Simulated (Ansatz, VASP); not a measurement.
**MgO: VASP beside Ansatz**

```
CELL_PARAMETERS angstrom
0.01872 2.09986 2.09986
2.09986 0.01872 2.09986
2.09986 2.09986 0.01872
ATOMIC_POSITIONS crystal
Mg 0.00000 0.00000 0.00000
O 0.50000 0.50000 0.50000
```

Change from the starting cell: epitaxial_111 strain -1.0%.

Alike in both runs: task single point; functional HSE06; k mesh 8 × 8 × 8; no spin polarisation.

|  | VASP | Ansatz |
| --- | --- | --- |
| version | VASP 6.6.1 | Ansatz 0.2.0 |
| potentials or method | VASP PAW PBE potentials, release 64 (Mg, O) | plane waves, PAW |
| plane-wave cutoff (eV) | 520 | 420 |
| occupations | gaussian, width 0.01 eV | fixed |
| valence electrons in the cell | 8 | 16 |

Ansatz gave:

```
gap on the k mesh at the Fermi level (eV)                     : 6.69
pressure (GPa)                                                : 2.5
traceless stress, the component that is largest in VASP (GPa) : -1.44
```

Estimate VASP's values.

gap on the k mesh at the Fermi level (eV): 6.64; pressure (GPa): 2.3; traceless stress, the component that is largest in VASP (GPa): -1.45.

VASP's potentials hold 8 valence electrons a cell and Ansatz's 16, so a difference there can come from the potentials and not from the codes. Ansatz's warnings: stress exchange threshold loose, stress scf threshold loose.
